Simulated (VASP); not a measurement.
# Au (P6_3/mmc) in VASP: further runs

Au is run at these levels: PBE; tasks: single point, relaxation of cell and atoms.

Program: VASP 6.6.1. These are calculated values, not measurements. Logs are shortened: lines on timing, memory, paths and dates and some standing lists are left out, and cuts for length are marked.

## 1. The cell of the first run

It takes space group P6_3/mmc (No. 194, hexagonal). Conventional cell: a = 2.588 Å, b = 2.588 Å, c = 8.545 Å, α = 90.00°, β = 90.00°, γ = 120.00°. Au (site symmetry -3m) has 12 Au at 2.59 to 2.61 Å within 3.4 Å. Within 3.4 Å of Au (site symmetry -6m2) lie 12 Au at 2.59 to 2.61 Å.

## 2. Single point, PBE

Contents of INCAR:

```
SYSTEM = Au
PREC = Accurate
ENCUT = 520
EDIFF = 1E-6
ISMEAR = -1
SIGMA = 0.1
LREAL = .False.
LASPH = .True.
NELM = 80
ALGO = Normal
ISIF = 2
LWAVE = .False.
LCHARG = .True.
GGA = PE
LELF = .True.
LVHAR = .True.
NBANDS = 30
```

Contents of KPOINTS:

```
Automatic mesh
0
Gamma
  14 14 4
  0 0 0
```

Contents of POSCAR:

```
Au
1.0
    2.5883295326      0.0000000000      0.0000000000
   -1.2941647663      2.2415591286      0.0000000000
    0.0000000000      0.0000000000      8.5454080208
Au
4
Direct
    0.0000000000      0.0000000000      0.0000000000
    0.0000000000      0.0000000000      0.5000000000
    0.3333333333      0.6666666667      0.2500000000
    0.6666666667      0.3333333333      0.7500000000
```

Potentials or basis: VASP PAW PBE potentials, release 64 (Au).

The run is started by

```sh
cat potpaw_PBE.64/Au/POTCAR > POTCAR
mpirun -np 1 vasp_std > vasp.out
```

OUTCAR:

```text
SYSTEM = Au
   PREC = Accurate
   ENCUT = 520
   EDIFF = 1E-6
   ISMEAR = -1
   LREAL = .False.
   LASPH = .True.
   NELM = 80
   ISIF = 2
   GGA = PE

 ion  position               nearest neighbor table
   1  0.000  0.000  0.000-   3 2.61   4 2.61   4 2.61   3 2.61   4 2.61   3 2.61
   2  0.000  0.000  0.500-   3 2.61   4 2.61   4 2.61   3 2.61   4 2.61   3 2.61
   3  0.333  0.667  0.250-   1 2.61   2 2.61   1 2.61   2 2.61   1 2.61   2 2.61
   4  0.667  0.333  0.750-   1 2.61   2 2.61   1 2.61   2 2.61   1 2.61   2 2.61

  LATTYP: Found a hexagonal cell.
 ALAT       =     2.5883295326
 C/A-ratio  =     3.3015147079

  Lattice vectors:

 A1 = (   2.5883295326,   0.0000000000,   0.0000000000)
 A2 = (  -1.2941647663,   2.2415591286,   0.0000000000)
 A3 = (   0.0000000000,   0.0000000000,   8.5454080208)

Analysis of symmetry for initial positions (statically):
=====================================================================
 Subroutine PRICEL returns:
 Original cell was already a primitive cell.

 Routine SETGRP: Setting up the symmetry group for a
 hexagonal supercell.

 Subroutine GETGRP returns: Found 24 space group operations
 (whereof 12 operations were pure point group operations)
 out of a pool of 24 trial point group operations.

The static configuration has the point symmetry D_3d.
 The point group associated with its full space group is D_6h.

Analysis of symmetry for dynamics (positions and initial velocities):
=====================================================================
 Subroutine PRICEL returns:
 Original cell was already a primitive cell.

 Routine SETGRP: Setting up the symmetry group for a
 hexagonal supercell.

 Subroutine GETGRP returns: Found 24 space group operations
 (whereof 12 operations were pure point group operations)
 out of a pool of 24 trial point group operations.

The dynamic configuration has the point symmetry D_3d.
 The point group associated with its full space group is D_6h.

 Subroutine INISYM returns: Found 24 space group operations
 (whereof 12 operations are pure point group operations),
 and found     1 'primitive' translations

----------------------------------------------------------------------------------------

                                     Primitive cell

  volume of cell :      49.5795

  direct lattice vectors                    reciprocal lattice vectors
     2.588329533  0.000000000  0.000000000     0.386349569  0.223059028  0.000000000
    -1.294164766  2.241559129  0.000000000     0.000000000  0.446118056  0.000000000
     0.000000000  0.000000000  8.545408021     0.000000000  0.000000000  0.117021914

  length of vectors
     2.588329533  2.588329533  8.545408021     0.446118056  0.446118056  0.117021914

  position of ions in fractional coordinates (direct lattice)
     0.000000000  0.000000000  0.000000000
     0.000000000  0.000000000  0.500000000
     0.333333333  0.666666667  0.250000000
     0.666666667  0.333333333  0.750000000

  ion indices of the primitive-cell ions
   primitive index   ion index
                 1           1
                 2           2
                 3           3
                 4           4

----------------------------------------------------------------------------------------

 KPOINTS: Automatic mesh

Automatic generation of k-mesh.
 Grid dimensions read from file:
 generate k-points for:   14   14    4

 Generating k-lattice:

  Cartesian coordinates                     Fractional coordinates (reciprocal lattice)
     0.027596398  0.015932788  0.000000000     0.071428571  0.000000000  0.000000000
     0.000000000  0.031865575  0.000000000     0.000000000  0.071428571  0.000000000
     0.000000000  0.000000000  0.029255478     0.000000000  0.000000000  0.250000000

  Length of vectors
     0.031865575  0.031865575  0.029255478

  Shift w.r.t. Gamma in fractional coordinates (k-lattice)
     0.000000000  0.000000000  0.000000000

 Subroutine IBZKPT returns following result:
 ===========================================

 Found     72 irreducible k-points:

 Following reciprocal coordinates:
            Coordinates               Weight
  0.000000  0.000000  0.000000      1.000000
  0.071429 -0.000000  0.000000      6.000000
  0.142857  0.000000  0.000000      6.000000
  0.214286 -0.000000  0.000000      6.000000
  0.285714 -0.000000  0.000000      6.000000
  0.357143  0.000000  0.000000      6.000000
[... 16 lines left out ...]
  0.285714  0.285714  0.000000      6.000000
  0.357143  0.285714  0.000000      6.000000
 [... further k-points ...]
   k-points           NKPTS =     72   k-points in BZ     NKDIM =     72   number of bands    NBANDS=     30
   number of dos      NEDOS =    301   number of ions     NIONS =      4
   total plane-waves  NPLWV =  25600
   dimension x,y,z NGX =    20 NGY =   20 NGZ =   64
   dimension x,y,z NGXF=    40 NGYF=   40 NGZF=  128
   ions per type =               4
   NGX,Y,Z   is equivalent  to a cutoff of  12.85, 12.85, 12.45 a.u.
   NGXF,Y,Z  is equivalent  to a cutoff of  25.69, 25.69, 24.90 a.u.
 SYSTEM =  Au
   PREC   = accura    normal or accurate (medium, high low for compatibility)
   ISTART =      0    job   : 0-new  1-cont  2-samecut
   ICHARG =      2    charge: 1-file 2-atom 10-const
   ISPIN  =      1    spin polarized calculation?
   LNONCOLLINEAR =      F non collinear calculations
   LSORBIT =      F    spin-orbit coupling
   LASPH  =      T    aspherical Exc in radial PAW
   ENCUT  =  520.0 eV  38.22 Ry    6.18 a.u.   4.81  4.81 15.89*2*pi/ulx,y,z
   NELM   =     80;   NELMIN=  2; NELMDL= -5     # of ELM steps
   EDIFF  = 0.1E-05   stopping-criterion for ELM
   LREAL  =      F    real-space projection
   EDIFFG = 0.1E-04   stopping-criterion for IOM
   NSW    =      0    number of steps for IOM
   IBRION =     -1    ionic relax: 0-MD 1-quasi-New 2-CG
   NFREE  =      0    steps in history (QN), initial steepest desc. (CG)
   ISIF   =      2    stress and relaxation
   ISYM   =      2    0-nonsym 1-usesym 2-fastsym
   POTIM  = 0.5000    time-step for ionic-motion
   TEBEG  =    0.0;   TEEND  =   0.0 temperature during run
   PSTRESS=    0.0 pullay stress
   NELECT =      44.0000    total number of electrons
   NUPDOWN=      -1.0000    fix difference up-down
   EMIN   =  10.00;   EMAX   =-10.00  energy-range for DOS
   EFERMI =   0.00;   METHOD = LEGACY
   ISMEAR =    -1;   SIGMA  =   0.10  broadening in eV -4-tet -1-fermi 0-gaus
   EFERMI_NEDOS =   21; number of points for ismear=-14 and -15
   IALGO  =     38    algorithm
   IMIX   =      4    mixing-type and parameters
     AMIX     =   0.40;   BMIX     =  1.00
     AMIX_MAG =   1.60;   BMIX_MAG =  1.00
  volume/ion in A,a.u.               =      12.39        83.64
  Fermi-wavevector in a.u.,A,eV,Ry     =   1.573228  2.972969 33.675029  2.475045
  Thomas-Fermi vector in A             =   2.674543
   LORBIT       =      0    0 simple, 1 ext, 2 COOP (PROOUT), +10 PAW based schemes
   GGA     = PE    functional components
[... 5 lines left out ...]
 non-spin polarized calculation
  energy-cutoff  :      520.00
  volume of cell :       49.58
 maximum number of plane-waves:      1364
 NGX is ok and might be reduce to    20

 number of electron      44.0000006 magnetization

 Free energy of the ion-electron system (eV)
  ---------------------------------------------------
  ext. energy  EPLUGINS =         0.00000000
  ---------------------------------------------------
  free energy    TOTEN  =        -5.92141970 eV

  energy without entropy =       -5.88395689  energy(sigma->0) =       -5.90268829

 E-fermi :  16.0449     XC(G=0): -14.7006

 val. band max:       16.0438133055   @ k =   0.4286   0.0714   0.0000
 cond. band min:      16.0922505484   @ k =   0.3571   0.1429   0.5000
 fundamental gap:      0.0484372430
 Fermi energy:        16.0449386100

 k-point     1 :       0.0000    0.0000    0.0000
  band No.  band energies     occupation
      1       2.0759      2.00000
      2       4.3117      2.00000
      3       4.3191      2.00000
      4       4.8942      2.00000
      5       8.6199      2.00000
      6       8.6452      2.00000
[... 22 lines left out ...]
     29      30.7324      0.00000
     30      30.8995      0.00000

 k-point     2 :       0.0714   -0.0000    0.0000
  band No.  band energies     occupation
      1       2.2936      2.00000
      2       4.5208      2.00000
      3       4.5287      2.00000
      4       5.0861      2.00000
      5       8.3220      2.00000
      6       8.4865      2.00000
[... 22 lines left out ...]
     29      31.0239      0.00000
     30      31.1030      0.00000

 k-point     3 :       0.1429    0.0000    0.0000
  band No.  band energies     occupation
      1       2.9145      2.00000
      2       5.0725      2.00000
      3       5.0840      2.00000
      4       5.5980      2.00000
      5       7.7992      2.00000
      6       8.1077      2.00000
[... 22 lines left out ...]
     29      31.3023      0.00000
     30      31.6337      0.00000

 k-point     4 :       0.2143   -0.0000    0.0000
  band No.  band energies     occupation
      1       3.8220      2.00000
      2       5.6257      2.00000
      3       5.6585      2.00000
      4       6.1762      2.00000
      5       7.3819      2.00000
      6       7.6714      2.00000
[... 22 lines left out ...]
     29      31.0143      0.00000
     30      31.1887      0.00000

 k-point     5 :       0.2857   -0.0000    0.0000
  band No.  band energies     occupation
      1       4.7239      2.00000
      2       5.7145      2.00000
      3       5.7436      2.00000
      4       6.2804      2.00000
      5       7.1603      2.00000
      6       7.2256      2.00000
[... 22 lines left out ...]
     29      30.5105      0.00000
     30      30.5572      0.00000
[... 526 lines left out ...]
     29      25.3505      0.00000
     30      27.2387      0.00000

 k-point    22 :       0.3571    0.2143    0.0000
  band No.  band energies     occupation
      1       5.9059      2.00000
      2       6.0305      2.00000
      3       6.6542      2.00000
      4       7.0454      2.00000
      5       7.4625      2.00000
      6       7.5565      2.00000
[... 22 lines left out ...]
     29      26.2975      0.00000
     30      26.7037      0.00000

 k-point    23 :       0.2857    0.2857    0.0000
  band No.  band energies     occupation
      1       6.3685      2.00000
      2       6.4432      2.00000
      3       6.6003      2.00000
      4       7.0684      2.00000
      5       7.4471      2.00000
      6       7.5648      2.00000
[... 22 lines left out ...]
     29      25.0297      0.00000
     30      25.0706      0.00000

 k-point    24 :       0.3571    0.2857    0.0000
  band No.  band energies     occupation
      1       6.3954      2.00000
      2       6.6161      2.00000
      3       6.9093      2.00000
      4       7.0421      2.00000
      5       7.2304      2.00000
      6       7.3469      2.00000
[... 22 lines left out ...]
     29      24.3206      0.00000
     30      27.1234      0.00000

 [... further k-points ...]

------------------------ aborting loop because EDIFF is reached ----------------------------------------

  FORCE on cell =-STRESS in cart. coord.  units (eV):
  Direction    XX          YY          ZZ          XY          YZ          ZX
  --------------------------------------------------------------------------------------
  -------------------------------------------------------------------------------------
  Total       46.3577522     46.3577522     46.3684623      0.0000000      0.0000000      0.0000000
  in kB     1498.0640483   1498.0640483   1498.4101463      0.0000000      0.0000000      0.0000000
  external PRESSURE =    1498.1794143 kB  Pullay stress =       0.0000000 kB

 VOLUME and BASIS-vectors are now :
 -----------------------------------------------------------------------------
  energy-cutoff  :      520.00
  volume of cell :       49.58
      direct lattice vectors                 reciprocal lattice vectors
     2.588329533  0.000000000  0.000000000     0.386349569  0.223059028  0.000000000
    -1.294164766  2.241559129  0.000000000     0.000000000  0.446118056  0.000000000
     0.000000000  0.000000000  8.545408021     0.000000000  0.000000000  0.117021914

 POSITION                                       TOTAL-FORCE (eV/Angst)
 -----------------------------------------------------------------------------------
      0.00000      0.00000      0.00000        -0.000000      0.000000      0.000000
      0.00000      0.00000      4.27270        -0.000000      0.000000      0.000000
     -0.00000      1.49437      2.13635        -0.000000     -0.000000     -0.000000
      1.29416      0.74719      6.40906         0.000000      0.000000     -0.000000
 -----------------------------------------------------------------------------------
    total drift:                                0.000000     -0.000000      0.000000

  FREE ENERGIE OF THE ION-ELECTRON SYSTEM (eV)
  ---------------------------------------------------
  free  energy   TOTEN  =        -5.9214196979 eV

  energy  without entropy=       -5.8839568866  energy(sigma->0) =       -5.90268829
```

It took 46 s on 1 thread of AMD EPYC 9R45 (Zen 5), shared host; peak memory 0.19 GiB.

What came out:

```yaml
Free_energy: -5.9214 eV
Pressure: 149.8 GPa
Band_gap_on_the_k_mesh: zero (band 22 reaches 19.41 eV, above the bottom of band 23 at 13.02 eV)
```

Caveat: spin-orbit coupling is left out, which moves the levels of the heavy elements.

## 3. Single point, PBE

Contents of INCAR:

```
ALGO     = Normal         # electronic algorithm
EDIFF    = 1E-7           # SCF threshold, eV
ENCUT    = 520            # plane-wave cutoff, eV
GGA      = PE             # functional
ISIF     = 2              # what is computed and relaxed
ISMEAR   = -1             # smearing method
LASPH    = T              # aspherical terms in the spheres
LCHARG   = F              # write CHGCAR
LREAL    = F              # projectors in reciprocal space
LWAVE    = F              # write WAVECAR
NBANDS   = 30             # bands
NELM     = 60             # most SCF steps
PREC     = Accurate       # precision mode
SIGMA    = 0.1            # smearing width, eV
```

Contents of KPOINTS:

```
k-points
0
Gamma
  14 14 4
```

POSCAR is that of step 2.

Potentials or basis: VASP PAW PBE potentials, release 64 (Au).

The run is started by

```sh
cat potpaw_PBE.64/Au/POTCAR > POTCAR
mpirun -np 1 vasp_std > vasp.out
```

It took 46 s on 1 thread of AMD EPYC 9R45 (Zen 5), shared host; peak memory 0.18 GiB.

Results (log left out):

* Free energy: -5.9214 eV
* Pressure: 149.8 GPa
* Band gap on the k mesh: zero (band 22 reaches 19.41 eV, above the bottom of band 23 at 13.02 eV)

Levels at points of the mesh, in eV from the Fermi level:
```tsv
k point	band 19	band 20	band 21	band 22	band 23	band 24	band 25	band 26
(0.00, 0.00, 0.00)	-4.19	-3.59	-3.59	-2.89	-2.57	-2.57	4.82	11.79
(0.50, 0.00, 0.00)	-2.00	-1.96	-1.95	-1.06	1.48	1.86	5.58	5.67
(0.00, 0.00, 0.50)	-4.59	-4.59	-3.02	-3.02	-3.02	-3.02	8.06	8.06
(0.50, 0.00, 0.50)	-1.99	-1.99	0.05	0.05	1.32	1.32	5.71	5.71
```

Caveat: spin-orbit coupling is left out, which moves the levels of the heavy elements.

## 4. Relaxation of cell and atoms, PBE, target pressure 150 GPa, at which the enthalpy is minimised

This run uses another cell than the first one: it holds 2 atoms, not 4.

Contents of INCAR:

```
SYSTEM = Au
  PREC = Accurate
  ENCUT = 600
  EDIFF = 1E-6
  ISMEAR = -1
  SIGMA = 0.1
  LREAL = .False.
  LASPH = .True.
  NELM = 100
  ALGO = Normal
  ISIF = 3
  LWAVE = .False.
  LCHARG = .False.
  GGA = PE
  IBRION = 2
  NSW = 60
  EDIFFG = -0.005
  PSTRESS = 1500.0
```

Contents of KPOINTS:

```
Automatic mesh
0
Gamma
  17 17 9
  0 0 0
```

Contents of POSCAR:

```
Au
1.0
    2.6024079670      0.0000000000      0.0000000000
   -1.3012039835      2.2537514104      0.0000000000
    0.0000000000      0.0000000000      4.2159009065
Au
2
Direct
    0.3333333333      0.6666666667      0.2500000000
    0.6666666667      0.3333333333      0.7500000000
```

The run is started by

```sh
cat potpaw_PBE.64/Au/POTCAR > POTCAR
mpirun -np 1 vasp_std > vasp.out
```

Run time: 11 min. Hardware: 1 thread of Intel Xeon 8259CL, shared host; peak memory 0.22 GiB.

The run converged. Its results:

* Free energy: -2.9636 eV
* Relaxed volume: 12.40 Å³/atom
* Relaxed cell: a = 2.587 Å, b = 2.587 Å, c = 4.277 Å, α = 90.00°, β = 90.00°, γ = 120.00°
* Space group after relaxing (to 0.05 Å): P6_3/mmc (No. 194)
* Energy change on relaxing (the enthalpy is what falls): -36.3 meV/atom
* Ionic steps: 15
* Pressure after relaxing: 150.0 GPa
* Band gap on the k mesh: zero (band 11 reaches 20.67 eV, above the bottom of band 12 at 12.64 eV)

The path:
```csv
step,energy change (eV),largest force (eV/Å),pressure (GPa),volume (Å³)
1,0.0000,0.0000,152.25,24.73
2,-0.5357,0.0000,133.36,25.34
3,-0.1983,0.0000,145.49,24.93
4,0.5815,0.0000,172.71,24.17
5,-0.0846,0.0000,149.56,24.80
6,-0.0813,0.0000,149.71,24.80
7,-0.0789,0.0000,149.79,24.80
8,-0.0534,0.0000,150.65,24.77
9,-0.0699,0.0000,150.10,24.79
10,-0.0702,0.0000,150.09,24.79
11,-0.0746,0.0000,149.93,24.79
12,-0.0706,0.0000,150.05,24.79
13,-0.0704,0.0000,150.06,24.79
14,-0.0778,0.0000,149.82,24.80
15,-0.0726,0.0000,149.98,24.79
```

Final structure:
```yaml
crystal:
  lattice:
    - [2.58714, 0.00000, 0.00000]
    - [-1.29357, 2.24053, 0.00000]
    - [0.00000, 0.00000, 4.27676]
  atoms:
    - { symbol: Au, position: [0.33333, 0.66667, 0.25000] }
    - { symbol: Au, position: [0.66667, 0.33333, 0.75000] }
```

Levels at points of the mesh, in eV from the Fermi level:
```
           k point  band 8  band 9  band 10  band 11  band 12  band 13  band 14  band 15
(0.00, 0.00, 0.00)   -5.25   -5.25    -2.82    -2.76    -2.76     4.82    13.53    15.35
```

Caveat: the cell is relaxed towards a set pressure, so the enthalpy falls and the energy may rise; spin-orbit coupling is left out, which moves the levels of the heavy elements.

(Part 1 of 2 ends here.)
